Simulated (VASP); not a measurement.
Write the native input for VASP 6.6.1 that does the following.

```yaml
Task: single point
Functional: PBEsol
Dispersion: D3(BJ)
Potentials_or_basis: VASP PAW PBE potentials, release 64 (Ga_d, Sb)
Cutoff: 520 eV
k_mesh: 12 × 12 × 12
Occupations: gaussian, width 0.15 eV
Spin: no spin polarisation
Dipole_correction: no
Further_INCAR_settings: ALGO = Normal; EDIFF = 1e-06; NBANDS = 22
```

The structure of GaSb3 lies in POSCAR:

```
GaSb3
1.0
    0.0000000000      3.5855047185      3.5855047185
    3.5855047185      0.0000000000      3.5855047185
    3.5855047185      3.5855047185      0.0000000000
Ga Sb
1 3
Direct
    0.0000000000      0.0000000000      0.0000000000
    0.2360549619      0.2639450381      0.2360549619
    0.7360549619      0.7639450381      0.7360549619
    0.4860549619      0.5139450381      0.4860549619
```

This cell differs from its parent crystal: all Sb atoms moved -0.100 Å, as atom 2 along Cartesian [0 1 0].

One way to write it, as run:

INCAR

```
ALGO     = Normal         # electronic algorithm
EDIFF    = 1E-6           # SCF threshold, eV
ENCUT    = 520            # plane-wave cutoff, eV
GGA      = PS             # functional
ISIF     = 2              # what is computed and relaxed
ISMEAR   = 0              # smearing method
IVDW     = 12             # dispersion correction
LASPH    = True           # aspherical terms in the spheres
LCHARG   = True           # write CHGCAR
LELF     = True           # ELF
LREAL    = False          # projectors in reciprocal space
LVHAR    = True         
LWAVE    = False          # write WAVECAR
NBANDS   = 22             # bands
NELM     = 80             # most SCF steps
PREC     = Accurate       # precision mode
SIGMA    = 0.15           # smearing width, eV
```

KPOINTS

```
k-points
0
Gamma
  12 12 12
```

Potentials or basis: VASP PAW PBE potentials, release 64 (Ga_d, Sb).

Run with:

```bash
$ cat potpaw_PBE.64/Ga_d/POTCAR potpaw_PBE.64/Sb/POTCAR > POTCAR
$ mpirun -np 1 vasp_std > vasp.out
```

Results of the run:

| Quantity | Value |
| --- | --- |
| Pressure | 0.6 GPa |
| Largest force | 0.212 eV/Å |
| Band gap on the k mesh | zero (bands 14 and 15 overlap by 4.26 eV) |
| Dispersion energy per atom | -0.493 eV |

Caveat: the cell differs from its parent crystal (all Sb atoms moved -0.100 Å, as atom 2 along Cartesian [0 1 0]); the PAW data sets were made with another functional, which shifts forces and pressure a little; spin-orbit coupling is left out, which moves the levels of the heavy elements.

It took 7.1 min on 1 thread of Intel Xeon 8259CL, with other jobs on the host, peak memory 0.47 GiB.
